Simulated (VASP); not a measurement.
# Sr (Fd-3m) in VASP: single point with PBE

Aim: the single point of Sr with PBE.

Program: VASP 6.6.1. These are calculated values, not measurements. Logs are shortened: lines on timing, memory, paths and dates and some standing lists are left out, and cuts for length are marked.

## 1. The cell of the first run

Symmetry: Fd-3m, No. 227, cubic system. The conventional cell has a = 9.706 Å, b = 9.706 Å, c = 9.706 Å, α = 90.00°, β = 90.00°, γ = 90.00°. Within 5.5 Å of Sr (site symmetry -43m) lie 4 Sr at 4.20 Å.

This isn't the form of Sr at room conditions, which is fcc.

## 2. Single point, PBE

The input, INCAR:

```
PREC     = Accurate       # precision mode
ENCUT    = 520            # plane-wave cutoff, eV
EDIFF    = 1E-6           # SCF threshold, eV
ISMEAR   = -1             # smearing method
SIGMA    = 0.06122561905347299 # smearing width, eV
LREAL    = False          # projectors in reciprocal space
LASPH    = True           # aspherical terms in the spheres
NELM     = 100            # most SCF steps
ALGO     = Normal         # electronic algorithm
ISIF     = 2              # what is computed and relaxed
LWAVE    = False          # write WAVECAR
LCHARG   = True           # write CHGCAR
GGA      = PE             # functional
LELF     = True           # ELF
LVHAR    = True         
NBANDS   = 17             # bands
```

The input, KPOINTS:

```
Automatic mesh
0
Gamma
  20 20 20
```

The input, POSCAR:

```
Sr
1.0
    0.0000000000      4.8528008961      4.8528008961
    4.8528008961      0.0000000000      4.8528008961
    4.8528008961      4.8528008961      0.0000000000
Sr
2
Direct
    0.0000000000      0.0000000000      0.0000000000
    0.2500000000      0.2500000000      0.2500000000
```

Potentials or basis: VASP PAW PBE potentials, release 64 (Sr_sv).

Run with:

```
$ cat potpaw_PBE.64/Sr_sv/POTCAR > POTCAR
$ mpirun -np 1 vasp_std > vasp.out
```

OUTCAR:

```text
PREC = Accurate
   ENCUT = 520
   EDIFF = 1E-6
   ISMEAR = -1
   LREAL = False
   LASPH = True
   NELM = 100
   ISIF = 2
   GGA = PE

 ion  position               nearest neighbor table
   1  0.000  0.000  0.000-   2 4.20   2 4.20   2 4.20   2 4.20
   2  0.250  0.250  0.250-   1 4.20   1 4.20   1 4.20   1 4.20

  LATTYP: Found a face centered cubic cell.
 ALAT       =     9.7056017922

  Lattice vectors:

 A1 = (   0.0000000000,   4.8528008961,   4.8528008961)
 A2 = (   4.8528008961,   0.0000000000,   4.8528008961)
 A3 = (   4.8528008961,   4.8528008961,   0.0000000000)

Analysis of symmetry for initial positions (statically):
=====================================================================
 Subroutine PRICEL returns:
 Original cell was already a primitive cell.

 Routine SETGRP: Setting up the symmetry group for a
 face centered cubic supercell.

 Subroutine GETGRP returns: Found 48 space group operations
 (whereof 24 operations were pure point group operations)
 out of a pool of 48 trial point group operations.

The static configuration has the point symmetry T_d .
 The point group associated with its full space group is O_h .

Analysis of symmetry for dynamics (positions and initial velocities):
=====================================================================
 Subroutine PRICEL returns:
 Original cell was already a primitive cell.

 Routine SETGRP: Setting up the symmetry group for a
 face centered cubic supercell.

 Subroutine GETGRP returns: Found 48 space group operations
 (whereof 24 operations were pure point group operations)
 out of a pool of 48 trial point group operations.

The dynamic configuration has the point symmetry T_d .
 The point group associated with its full space group is O_h .

 Subroutine INISYM returns: Found 48 space group operations
 (whereof 24 operations are pure point group operations),
 and found     1 'primitive' translations

----------------------------------------------------------------------------------------

                                     Primitive cell

  volume of cell :     228.5638

  direct lattice vectors                    reciprocal lattice vectors
     0.000000000  4.852800896  4.852800896    -0.103033281  0.103033281  0.103033281
     4.852800896  0.000000000  4.852800896     0.103033281 -0.103033281  0.103033281
     4.852800896  4.852800896  0.000000000     0.103033281  0.103033281 -0.103033281

  length of vectors
     6.862896843  6.862896843  6.862896843     0.178458878  0.178458878  0.178458878

  position of ions in fractional coordinates (direct lattice)
     0.000000000  0.000000000  0.000000000
     0.250000000  0.250000000  0.250000000

  ion indices of the primitive-cell ions
   primitive index   ion index
                 1           1
                 2           2

----------------------------------------------------------------------------------------

 KPOINTS: Automatic mesh

Automatic generation of k-mesh.
 Grid dimensions read from file:
 generate k-points for:   20   20   20

 Generating k-lattice:

  Cartesian coordinates                     Fractional coordinates (reciprocal lattice)
    -0.005151664  0.005151664  0.005151664     0.050000000  0.000000000  0.000000000
     0.005151664 -0.005151664  0.005151664     0.000000000  0.050000000  0.000000000
     0.005151664  0.005151664 -0.005151664     0.000000000  0.000000000  0.050000000

  Length of vectors
     0.008922944  0.008922944  0.008922944

  Shift w.r.t. Gamma in fractional coordinates (k-lattice)
     0.000000000  0.000000000  0.000000000

 Subroutine IBZKPT returns following result:
 ===========================================

 Found    256 irreducible k-points:

 Following reciprocal coordinates:
            Coordinates               Weight
  0.000000  0.000000  0.000000      1.000000
  0.050000  0.000000  0.000000      8.000000
  0.100000  0.000000  0.000000      8.000000
  0.150000  0.000000  0.000000      8.000000
  0.200000  0.000000  0.000000      8.000000
  0.250000  0.000000  0.000000      8.000000
[... 16 lines left out ...]
 -0.400000  0.050000  0.000000     24.000000
 -0.350000  0.050000  0.000000     24.000000
 [... further k-points ...]
   k-points           NKPTS =    256   k-points in BZ     NKDIM =    256   number of bands    NBANDS=     17
   number of dos      NEDOS =    301   number of ions     NIONS =      2
   total plane-waves  NPLWV = 157464
   dimension x,y,z NGX =    54 NGY =   54 NGZ =   54
   dimension x,y,z NGXF=   108 NGYF=  108 NGZF=  108
   ions per type =               2
   NGX,Y,Z   is equivalent  to a cutoff of  13.08, 13.08, 13.08 a.u.
   NGXF,Y,Z  is equivalent  to a cutoff of  26.16, 26.16, 26.16 a.u.
 SYSTEM =  unknown system
   PREC   = accura    normal or accurate (medium, high low for compatibility)
   ISTART =      0    job   : 0-new  1-cont  2-samecut
   ICHARG =      2    charge: 1-file 2-atom 10-const
   ISPIN  =      1    spin polarized calculation?
   LNONCOLLINEAR =      F non collinear calculations
   LSORBIT =      F    spin-orbit coupling
   LASPH  =      T    aspherical Exc in radial PAW
   ENCUT  =  520.0 eV  38.22 Ry    6.18 a.u.  12.76 12.76 12.76*2*pi/ulx,y,z
   NELM   =    100;   NELMIN=  2; NELMDL= -5     # of ELM steps
   EDIFF  = 0.1E-05   stopping-criterion for ELM
   LREAL  =      F    real-space projection
   EDIFFG = 0.1E-04   stopping-criterion for IOM
   NSW    =      0    number of steps for IOM
   IBRION =     -1    ionic relax: 0-MD 1-quasi-New 2-CG
   NFREE  =      0    steps in history (QN), initial steepest desc. (CG)
   ISIF   =      2    stress and relaxation
   ISYM   =      2    0-nonsym 1-usesym 2-fastsym
   POTIM  = 0.5000    time-step for ionic-motion
   TEBEG  =    0.0;   TEEND  =   0.0 temperature during run
   PSTRESS=    0.0 pullay stress
   NELECT =      20.0000    total number of electrons
   NUPDOWN=      -1.0000    fix difference up-down
   EMIN   =  10.00;   EMAX   =-10.00  energy-range for DOS
   EFERMI =   0.00;   METHOD = LEGACY
   ISMEAR =    -1;   SIGMA  =   0.06  broadening in eV -4-tet -1-fermi 0-gaus
   EFERMI_NEDOS =   21; number of points for ismear=-14 and -15
   IALGO  =     38    algorithm
   IMIX   =      4    mixing-type and parameters
     AMIX     =   0.40;   BMIX     =  1.00
     AMIX_MAG =   1.60;   BMIX_MAG =  1.00
  volume/ion in A,a.u.               =     114.28       771.21
  Fermi-wavevector in a.u.,A,eV,Ry     =   0.726801  1.373455  7.187143  0.528240
  Thomas-Fermi vector in A             =   1.817865
   LORBIT       =      0    0 simple, 1 ext, 2 COOP (PROOUT), +10 PAW based schemes
   GGA     = PE    functional components
   LHFCALC =     F    Hartree Fock is set to
   AEXX    =    0.0000 exact exchange contribution
   IVDW    =     0    specifies the selected vdW correction
   LEPSILON=     F    determine dielectric tensor
   LRPA    =     F    only Hartree local field effects (RPA)
 non-spin polarized calculation
  energy-cutoff  :      520.00
  volume of cell :      228.56
 maximum number of plane-waves:      6183
 NGX is ok and might be reduce to    54
   NGX = 25   NGY = 25   NGZ = 25

 number of electron      20.0000000 magnetization

 Free energy of the ion-electron system (eV)
  ---------------------------------------------------
  ext. energy  EPLUGINS =         0.00000000
  ---------------------------------------------------
  free energy    TOTEN  =        -1.38381507 eV

  energy without entropy =       -1.34045381  energy(sigma->0) =       -1.36213444

 E-fermi :  -0.3384     XC(G=0):  -5.2226

 val. band max:       -0.3397220429   @ k =   0.3000   0.1000   0.0000
 cond. band min:      -0.3365598232   @ k =  -0.3000   0.3500   0.1500
 fundamental gap:      0.0031622197
 Fermi energy:        -0.3384078928

 k-point     1 :       0.0000    0.0000    0.0000
  band No.  band energies     occupation
      1     -38.0401      2.00000
      2     -38.0292      2.00000
      3     -20.0110      2.00000
      4     -20.0110      2.00000
      5     -20.0110      2.00000
      6     -19.9501      2.00000
[... 9 lines left out ...]
     16       0.9989      0.00000
     17       0.9989      0.00000

 k-point     2 :       0.0500    0.0000    0.0000
  band No.  band energies     occupation
      1     -38.0401      2.00000
      2     -38.0292      2.00000
      3     -20.0111      2.00000
      4     -20.0111      2.00000
      5     -20.0109      2.00000
      6     -19.9502      2.00000
[... 9 lines left out ...]
     16       1.0004      0.00000
     17       1.0004      0.00000

 k-point     3 :       0.1000    0.0000    0.0000
  band No.  band energies     occupation
      1     -38.0399      2.00000
      2     -38.0294      2.00000
      3     -20.0116      2.00000
      4     -20.0116      2.00000
      5     -20.0106      2.00000
      6     -19.9505      2.00000
[... 9 lines left out ...]
     16       1.0061      0.00000
     17       1.0061      0.00000

 k-point     4 :       0.1500    0.0000    0.0000
  band No.  band energies     occupation
      1     -38.0397      2.00000
      2     -38.0296      2.00000
      3     -20.0122      2.00000
      4     -20.0122      2.00000
      5     -20.0102      2.00000
      6     -19.9510      2.00000
[... 9 lines left out ...]
     16       1.0189      0.00000
     17       1.0189      0.00000
[... 343 lines left out ...]
      1     -38.0374      2.00000
      2     -38.0319      2.00000
      3     -20.0170      2.00000
      4     -20.0164      2.00000
      5     -20.0061      2.00000
      6     -19.9556      2.00000
[... 9 lines left out ...]
     16       1.3019      0.00000
     17       1.3328      0.00000

 k-point    23 :      -0.4000    0.0500    0.0000
  band No.  band energies     occupation
      1     -38.0376      2.00000
      2     -38.0317      2.00000
      3     -20.0168      2.00000
      4     -20.0160      2.00000
      5     -20.0064      2.00000
      6     -19.9553      2.00000
[... 9 lines left out ...]
     16       1.2564      0.00000
     17       1.3023      0.00000

 k-point    24 :      -0.3500    0.0500    0.0000
  band No.  band energies     occupation
      1     -38.0380      2.00000
      2     -38.0313      2.00000
      3     -20.0163      2.00000
      4     -20.0154      2.00000
      5     -20.0068      2.00000
      6     -19.9548      2.00000
[... 9 lines left out ...]
     16       1.1977      0.00000
     17       1.2456      0.00000

 [... further k-points ...]

------------------------ aborting loop because EDIFF is reached ----------------------------------------

  FORCE on cell =-STRESS in cart. coord.  units (eV):
  Direction    XX          YY          ZZ          XY          YZ          ZX
  --------------------------------------------------------------------------------------
  -------------------------------------------------------------------------------------
  Total       -0.0771340     -0.0771340     -0.0771340      0.0000000      0.0000000      0.0000000
  in kB       -0.5406911     -0.5406911     -0.5406911      0.0000000      0.0000000      0.0000000
  external PRESSURE =      -0.5406911 kB  Pullay stress =       0.0000000 kB

 VOLUME and BASIS-vectors are now :
 -----------------------------------------------------------------------------
  energy-cutoff  :      520.00
  volume of cell :      228.56
      direct lattice vectors                 reciprocal lattice vectors
     0.000000000  4.852800896  4.852800896    -0.103033281  0.103033281  0.103033281
     4.852800896  0.000000000  4.852800896     0.103033281 -0.103033281  0.103033281
     4.852800896  4.852800896  0.000000000     0.103033281  0.103033281 -0.103033281

 POSITION                                       TOTAL-FORCE (eV/Angst)
 -----------------------------------------------------------------------------------
      0.00000      0.00000      0.00000        -0.000000     -0.000000     -0.000000
      2.42640      2.42640      2.42640         0.000000      0.000000      0.000000
 -----------------------------------------------------------------------------------
    total drift:                                0.000000      0.000000     -0.000000

  FREE ENERGIE OF THE ION-ELECTRON SYSTEM (eV)
  ---------------------------------------------------
  free  energy   TOTEN  =        -1.3838150676 eV

  energy  without entropy=       -1.3404538080  energy(sigma->0) =       -1.36213444
```

Run time: 11 min. Hardware: 1 thread of Intel Xeon 6975P-C (Granite Rapids), shared host; peak memory 1 GiB.

What came out:

```
Free energy            : -1.3838 eV
Pressure               : -0.1 GPa
Band gap on the k mesh : zero (bands 10 and 11 overlap by 0.70 eV)
```

Levels at points of the mesh, in eV from the Fermi level:
```
           k point  band 6  band 7  band 8  band 9  band 10  band 11  band 12  band 13  band 14  band 15
(0.00, 0.00, 0.00)  -19.61  -19.61  -19.61   -2.64     0.62     0.62     0.62     0.86     0.86     1.34
(0.50, 0.00, 0.00)  -19.62  -19.61  -19.61   -1.80    -0.76     0.63     0.72     0.72     0.78     0.78
(0.50, 0.50, 0.00)  -19.64  -19.60  -19.60   -1.10    -1.10     0.21     0.21     0.72     0.72     1.37
```
